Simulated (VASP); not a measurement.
Input of a VASP 6.6.1 run:

File INCAR:

```
PREC     = Accurate       # precision mode
ENCUT    = 520            # plane-wave cutoff, eV
EDIFF    = 1E-8           # SCF threshold, eV
ISMEAR   = 0              # smearing method
SIGMA    = 0.01           # smearing width, eV
LREAL    = False          # projectors in reciprocal space
LASPH    = True           # aspherical terms in the spheres
NELM     = 80             # most SCF steps
ALGO     = Normal         # electronic algorithm
ISIF     = 2              # what is computed and relaxed
LWAVE    = False          # write WAVECAR
LCHARG   = False          # write CHGCAR
GGA      = PS             # functional
NBANDS   = 17             # bands
IBRION   = 8              # ionic algorithm
NSW      = 1              # ionic steps
```

The input KPOINTS:

```
regular mesh
0
Gamma
  12 12 12
```

Contents of POSCAR:

```
SnSe
1.0
    0.0000000000      2.7001021016      2.7001021016
    2.7001021016      0.0000000000      2.7001021016
    2.7001021016      2.7001021016      0.0000000000
Sn Se
1 1
Direct
    0.0000000000      0.0000000000      0.0000000000
    0.5000000000      0.5000000000      0.5000000000
```

Potentials or basis: VASP PAW PBE potentials, release 64 (Sn_d, Se).

Command:

```sh
$ cat potpaw_PBE.64/Sn_d/POTCAR potpaw_PBE.64/Se/POTCAR > POTCAR
$ mpirun -np 1 vasp_std > vasp.out
```

What does it give for the highest phonon frequency at Γ, LO-TO splitting left out?

172 cm⁻¹.

Phonon frequencies in cm⁻¹ (negative: imaginary):
```
              q point        frequencies
(0.000, 0.000, 0.000)  0 0 0 172 172 172
```

Caveat: the cell stands under pressure or tension, which shifts response properties.
